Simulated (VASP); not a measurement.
# CoC3 (Pm-3m) in VASP: further runs, part 2 of 2

VASP 6.6.1. The steps go on from the part before.

## 4. Single point, PBE

This run uses another cell than the first one, of 7.58 Å³/atom, 1.003 times its volume.

File INCAR:

```
SYSTEM = CoC3
  ALGO = Normal
  EDIFF = 1E-7
  ENCUT = 520
  GGA = PE
  ISIF = 2
  ISMEAR = 0
  LASPH = .True.
  LCHARG = .False.
  LREAL = .False.
  LWAVE = .False.
  NBANDS = 18
  NELM = 80
  PREC = Accurate
  SIGMA = 0.1
```

File KPOINTS:

```
k-points
0
Gamma
  14 14 14
  0 0 0
```

File POSCAR:

```
CoC3
1.0
    3.1188521638      0.0000000000      0.0000000000
    0.0000000000      3.1188521638      0.0000000000
    0.0000000000      0.0000000000      3.1188521638
Co C
1 3
Direct
    0.0000000000      0.0000000000      0.0000000000
    0.0000000000      0.5000000000      0.5000000000
    0.5000000000      0.0000000000      0.5000000000
    0.5000000000      0.5000000000      0.0000000000
```

Potentials or basis: VASP PAW PBE potentials, release 64 (Co, C).

Launch:

```sh
> cat potpaw_PBE.64/Co/POTCAR potpaw_PBE.64/C/POTCAR > POTCAR
> mpirun -np 1 vasp_std > vasp.out
```

OUTCAR:

```text
SYSTEM = CoC3
   EDIFF = 1E-7
   ENCUT = 520
   GGA = PE
   ISIF = 2
   ISMEAR = 0
   LASPH = .True.
   LREAL = .False.
   NELM = 80
   PREC = Accurate

 ion  position               nearest neighbor table
   1  0.000  0.000  0.000-   2 2.21   3 2.21   4 2.21   2 2.21   3 2.21   2 2.21   4 2.21   2 2.21
                             3 2.21   4 2.21   3 2.21   4 2.21
   2  0.000  0.500  0.500-   1 2.21   1 2.21   1 2.21   1 2.21
   3  0.500  0.000  0.500-   1 2.21   1 2.21   1 2.21   1 2.21
   4  0.500  0.500  0.000-   1 2.21   1 2.21   1 2.21   1 2.21

  LATTYP: Found a simple cubic cell.
 ALAT       =     3.1188521638

  Lattice vectors:

 A1 = (   3.1188521638,   0.0000000000,   0.0000000000)
 A2 = (   0.0000000000,   3.1188521638,   0.0000000000)
 A3 = (   0.0000000000,   0.0000000000,   3.1188521638)

Analysis of symmetry for initial positions (statically):
=====================================================================
 Subroutine PRICEL returns:
 Original cell was already a primitive cell.

 Routine SETGRP: Setting up the symmetry group for a
 simple cubic supercell.

 Subroutine GETGRP returns: Found 48 space group operations
 (whereof 48 operations were pure point group operations)
 out of a pool of 48 trial point group operations.

The static configuration has the point symmetry O_h .

Analysis of symmetry for dynamics (positions and initial velocities):
=====================================================================
 Subroutine PRICEL returns:
 Original cell was already a primitive cell.

 Routine SETGRP: Setting up the symmetry group for a
 simple cubic supercell.

 Subroutine GETGRP returns: Found 48 space group operations
 (whereof 48 operations were pure point group operations)
 out of a pool of 48 trial point group operations.

The dynamic configuration has the point symmetry O_h .

 Subroutine INISYM returns: Found 48 space group operations
 (whereof 48 operations are pure point group operations),
 and found     1 'primitive' translations

----------------------------------------------------------------------------------------

                                     Primitive cell

  volume of cell :      30.3378

  direct lattice vectors                    reciprocal lattice vectors
     3.118852164  0.000000000  0.000000000     0.320630779  0.000000000  0.000000000
     0.000000000  3.118852164  0.000000000     0.000000000  0.320630779  0.000000000
     0.000000000  0.000000000  3.118852164     0.000000000  0.000000000  0.320630779

  length of vectors
     3.118852164  3.118852164  3.118852164     0.320630779  0.320630779  0.320630779

  position of ions in fractional coordinates (direct lattice)
     0.000000000  0.000000000  0.000000000
     0.000000000  0.500000000  0.500000000
     0.500000000  0.000000000  0.500000000
     0.500000000  0.500000000  0.000000000

  ion indices of the primitive-cell ions
   primitive index   ion index
                 1           1
                 2           2
                 3           3
                 4           4

----------------------------------------------------------------------------------------

 KPOINTS: k-points

Automatic generation of k-mesh.
 Grid dimensions read from file:
 generate k-points for:   14   14   14

 Generating k-lattice:

  Cartesian coordinates                     Fractional coordinates (reciprocal lattice)
     0.022902199  0.000000000  0.000000000     0.071428571  0.000000000  0.000000000
     0.000000000  0.022902199  0.000000000     0.000000000  0.071428571  0.000000000
     0.000000000  0.000000000  0.022902199     0.000000000  0.000000000  0.071428571

  Length of vectors
     0.022902199  0.022902199  0.022902199

  Shift w.r.t. Gamma in fractional coordinates (k-lattice)
     0.000000000  0.000000000  0.000000000

 Subroutine IBZKPT returns following result:
 ===========================================

 Found    120 irreducible k-points:

 Following reciprocal coordinates:
            Coordinates               Weight
  0.000000  0.000000  0.000000      1.000000
  0.071429  0.000000  0.000000      6.000000
  0.142857  0.000000  0.000000      6.000000
  0.214286  0.000000  0.000000      6.000000
  0.285714  0.000000  0.000000      6.000000
  0.357143  0.000000  0.000000      6.000000
[... 16 lines left out ...]
  0.285714  0.214286  0.000000     24.000000
  0.357143  0.214286  0.000000     24.000000
 [... further k-points ...]
   k-points           NKPTS =    120   k-points in BZ     NKDIM =    120   number of bands    NBANDS=     18
   number of dos      NEDOS =    301   number of ions     NIONS =      4
   total plane-waves  NPLWV =  13824
   dimension x,y,z NGX =    24 NGY =   24 NGZ =   24
   dimension x,y,z NGXF=    48 NGYF=   48 NGZF=   48
   ions per type =               1   3
   NGX,Y,Z   is equivalent  to a cutoff of  12.79, 12.79, 12.79 a.u.
   NGXF,Y,Z  is equivalent  to a cutoff of  25.59, 25.59, 25.59 a.u.
 SYSTEM =  CoC3
   PREC   = accura    normal or accurate (medium, high low for compatibility)
   ISTART =      0    job   : 0-new  1-cont  2-samecut
   ICHARG =      2    charge: 1-file 2-atom 10-const
   ISPIN  =      1    spin polarized calculation?
   LNONCOLLINEAR =      F non collinear calculations
   LSORBIT =      F    spin-orbit coupling
   LASPH  =      T    aspherical Exc in radial PAW
   ENCUT  =  520.0 eV  38.22 Ry    6.18 a.u.   5.80  5.80  5.80*2*pi/ulx,y,z
   NELM   =     80;   NELMIN=  2; NELMDL= -5     # of ELM steps
   EDIFF  = 0.1E-06   stopping-criterion for ELM
   LREAL  =      F    real-space projection
   EDIFFG = 0.1E-05   stopping-criterion for IOM
   NSW    =      0    number of steps for IOM
   IBRION =     -1    ionic relax: 0-MD 1-quasi-New 2-CG
   NFREE  =      0    steps in history (QN), initial steepest desc. (CG)
   ISIF   =      2    stress and relaxation
   ISYM   =      2    0-nonsym 1-usesym 2-fastsym
   POTIM  = 0.5000    time-step for ionic-motion
   TEBEG  =    0.0;   TEEND  =   0.0 temperature during run
   PSTRESS=    0.0 pullay stress
   NELECT =      21.0000    total number of electrons
   NUPDOWN=      -1.0000    fix difference up-down
   EMIN   =  10.00;   EMAX   =-10.00  energy-range for DOS
   EFERMI =   0.00;   METHOD = LEGACY
   ISMEAR =     0;   SIGMA  =   0.10  broadening in eV -4-tet -1-fermi 0-gaus
   EFERMI_NEDOS =   21; number of points for ismear=-14 and -15
   IALGO  =     38    algorithm
   IMIX   =      4    mixing-type and parameters
     AMIX     =   0.40;   BMIX     =  1.00
     AMIX_MAG =   1.60;   BMIX_MAG =  1.00
  volume/ion in A,a.u.               =       7.58        51.18
  Fermi-wavevector in a.u.,A,eV,Ry     =   1.448171  2.736646 28.534123  2.097199
  Thomas-Fermi vector in A             =   2.566042
   LORBIT       =      0    0 simple, 1 ext, 2 COOP (PROOUT), +10 PAW based schemes
   GGA     = PE    functional components
   LHFCALC =     F    Hartree Fock is set to
   AEXX    =    0.0000 exact exchange contribution
   IVDW    =     0    specifies the selected vdW correction
   LEPSILON=     F    determine dielectric tensor
   LRPA    =     F    only Hartree local field effects (RPA)
 non-spin polarized calculation
 Gauss-broadening in eV      SIGMA  =   0.10
  energy-cutoff  :      520.00
  volume of cell :       30.34
 maximum number of plane-waves:       840
 NGX is ok and might be reduce to    24
   NGX = 11   NGY = 11   NGZ = 11

 number of electron      21.0000003 magnetization

 Free energy of the ion-electron system (eV)
  ---------------------------------------------------
  ext. energy  EPLUGINS =         0.00000000
  ---------------------------------------------------
  free energy    TOTEN  =       -22.98091817 eV

  energy without entropy =      -22.96720384  energy(sigma->0) =      -22.97406100

 E-fermi :   9.6807     XC(G=0): -13.2895

 val. band max:        9.6743831142   @ k =   0.4286   0.2143   0.0000
 cond. band min:       9.6848190058   @ k =   0.5000   0.4286   0.4286
 fundamental gap:      0.0104358916
 Fermi energy:         9.6806877131

 k-point     1 :       0.0000    0.0000    0.0000
  band No.  band energies     occupation
      1      -7.9910      2.00000
      2       2.3949      2.00000
      3       2.3949      2.00000
      4       3.9445      2.00000
      5       3.9445      2.00000
      6       3.9445      2.00000
[... 10 lines left out ...]
     17      14.7585      0.00000
     18      14.8662      0.00000
[... 466 lines left out ...]
      2      -2.1312      2.00000
      3       0.7983      2.00000
      4       4.3672      2.00000
      5       4.5346      2.00000
      6       6.3028      2.00000
[... 10 lines left out ...]
     17      14.4709      0.00000
     18      20.6605      0.00000

 [... further k-points ...]
[... 5 lines left out ...]
  --------------------------------------------------------------------------------------
  -------------------------------------------------------------------------------------
  Total        0.0083529      0.0083529      0.0083529      0.0000000      0.0000000      0.0000000
  in kB        0.4411248      0.4411248      0.4411248      0.0000000      0.0000000      0.0000000
  external PRESSURE =       0.4411248 kB  Pullay stress =       0.0000000 kB

 VOLUME and BASIS-vectors are now :
 -----------------------------------------------------------------------------
  energy-cutoff  :      520.00
  volume of cell :       30.34
      direct lattice vectors                 reciprocal lattice vectors
     3.118852164  0.000000000  0.000000000     0.320630779  0.000000000  0.000000000
     0.000000000  3.118852164  0.000000000     0.000000000  0.320630779  0.000000000
     0.000000000  0.000000000  3.118852164     0.000000000  0.000000000  0.320630779

 POSITION                                       TOTAL-FORCE (eV/Angst)
 -----------------------------------------------------------------------------------
      0.00000      0.00000      0.00000         0.000000      0.000000      0.000000
      0.00000      1.55943      1.55943         0.000000      0.000000      0.000000
      1.55943      0.00000      1.55943         0.000000      0.000000      0.000000
      1.55943      1.55943      0.00000         0.000000      0.000000      0.000000
 -----------------------------------------------------------------------------------
    total drift:                                0.000000     -0.000000     -0.000000

  FREE ENERGIE OF THE ION-ELECTRON SYSTEM (eV)
  ---------------------------------------------------
  free  energy   TOTEN  =       -22.9809181688 eV

  energy  without entropy=      -22.9672038371  energy(sigma->0) =      -22.97406100
```

stdout:

```text
POSCAR found type information on POSCAR CoC
 POSCAR found :  2 types and       4 ions
 scaLAPACK will be used
 LDA part: xc-table for (Slater+PW92), standard interpolation
 POSCAR, INCAR and KPOINTS ok, starting setup
 FFT: planning ... GRIDC
 FFT: planning ... GRID_SOFT
 FFT: planning ... GRID
 WAVECAR not read
 entering main loop
```

Run time: 31 s. Hardware: 1 thread of Intel Xeon Platinum 8488C (Sapphire Rapids), shared host; peak memory 0.18 GiB.

Results:

| Property | Result |
| --- | --- |
| Free energy | -22.9809 eV |
| Pressure | 0.0 GPa |

Spin polarisation is off, so any magnetic state and its effect on volume and gap are missing.

## 5. Overview

```tsv
spin	cell	k mesh	gap on the mesh (eV)	pressure (GPa)	moment (μB)
collinear, ferromagnetic start	a = 3.116 Å, 4 atoms	6 × 6 × 6	none	-0.5	0.00
collinear, ferromagnetic start	a = 3.175 Å, 4 atoms	6 × 6 × 6	none	-13.1	0.78
off	a = 3.119 Å, 4 atoms	14 × 14 × 14	none	0.0	-
```

Alike in all rows: task single point; level PBE; potentials or basis VASP PAW PBE potentials, release 64 (Co, C); cutoff (eV) 520; smearing gaussian 0.1 eV.

Total energies depend on the potentials used, so only differences within one code and one set of settings carry meaning.
